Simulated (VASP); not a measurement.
C, 4 atoms in the cell. The cell holds a slab with vacuum, 4 atoms: a = 2.466 Å, b = 2.466 Å, c = 17.500 Å, α = 90.00°, β = 90.00°, γ = 120.00°. 

| Property | Result |
| --- | --- |
| Program | VASP 6.6.1 |
| Task | single point |
| Functional | PBE |
| Dispersion | D3(BJ) |
| Potentials or basis | VASP PAW PBE potentials, release 64 (C) |
| Cutoff | 520 eV |
| k mesh | 15 × 15 × 1 |
| Occupations | gaussian, width 0.1 eV |
| Spin | no spin polarisation |
| Dipole correction | yes |
| Further INCAR settings | ALGO = Normal; EDIFF = 1e-06; NBANDS = 16 |

Potentials or basis: VASP PAW PBE potentials, release 64 (C).

Run with:

```console
$ cat potpaw_PBE.64/C/POTCAR > POTCAR
$ mpirun -np 1 vasp_std > vasp.out
```

Hardware: 1 thread of Intel(R) Xeon(R) 6975P-C (Granite Rapids) (shared host).

Task: Estimate the wall time of this run.

Result: It took 81 s on 1 thread of Intel(R) Xeon(R) 6975P-C (Granite Rapids), on a shared host, peak memory 0.23 GiB. Counts: scf iterations 19, k points 64.
